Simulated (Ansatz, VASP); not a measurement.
# One calculation of H6PtO3, two programs

```xyz
10
Lattice="12.9500 0.0000 0.0000 0.0000 13.4900 0.0000 0.0000 0.0000 10.5300" Properties=species:S:1:pos:R:3 pbc="T T T"
Pt    5.9930    6.7100    5.2642
O     8.3792    6.9970    5.2642
O     8.4502    6.4048    6.0283
O     8.4502    6.4048    4.5000
H     4.5513    8.6331    5.2642
H     5.0287    8.9907    6.0283
H     5.0287    8.9907    4.5000
H     5.0484    4.5000    5.2642
H     4.5000    4.7346    6.0283
H     4.5000    4.7346    4.5000
```

Alike in both runs: task single point; functional PBE; k mesh 1 × 1 × 1; occupations gaussian, width 0.01 eV; no spin polarisation.

|  | VASP | Ansatz |
| --- | --- | --- |
| version | VASP 6.6.1 | Ansatz 0.2.0 |
| potentials or method | VASP PAW PBE potentials, release 64 (Pt_sv_GW, O, H), cutoff 520 eV | scalar-relativistic, plane waves, PAW |
| valence electrons in the cell | 42 | 42 |

|  | VASP | Ansatz | Ansatz less VASP |
| --- | --- | --- | --- |
| gap on the k mesh at the Fermi level (eV) | 0.87 | 0.87 | 0.000 |
| rms of the force components (eV/Å) | 0.198 | 0.137 | -0.0609 |

Ansatz's warnings: structure snapped to symmetry.

Neither program's run includes spin-orbit coupling.
